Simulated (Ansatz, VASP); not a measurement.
TeRu: VASP beside Ansatz

```
Ru Te
1.0
     3.79508    0.00000    0.00000
    -1.89754    3.28664    0.00000
     0.00000    0.00000    3.70381
Ru Te
1 1
Direct
  0.00000 0.00000 0.00000
  0.66667 0.33333 0.50000
```

Alike in both runs: task single point; functional LDA; k mesh 6 × 6 × 5; occupations gaussian, width 0.05 eV; no spin polarisation; Hubbard terms Ru d U = 2 eV.

|  | VASP | Ansatz |
| --- | --- | --- |
| version | VASP 6.6.1 | Ansatz 0.2.0 |
| potentials or method | VASP PAW LDA potentials, release 64 (Ru_pv, Te) | Ansatz PAW |
| plane-wave cutoff (eV) | 520 | 420 |
| valence electrons in the cell | 20 | 32 |

|  | VASP | Ansatz | Ansatz less VASP |
| --- | --- | --- | --- |
| gap on the k mesh at the Fermi level (eV) | none | none | - |
| pressure (GPa) | -20.2 | -20.7 | -0.49 |
| traceless stress, the component that is largest in VASP (GPa) | -5.21 | -5.29 | -0.073 |

LDA's correlation is that of Perdew and Zunger in VASP and of Perdew and Wang (1992) in Ansatz. The programs project onto different local orbitals, so the same U acts differently, and such runs can settle in different states. A gap of «none» marks a metal or a gap that the smearing closes. VASP's potentials hold 20 valence electrons a cell and Ansatz's 32, so a difference there can come from the potentials and not from the codes.

Spin-orbit coupling is off throughout.
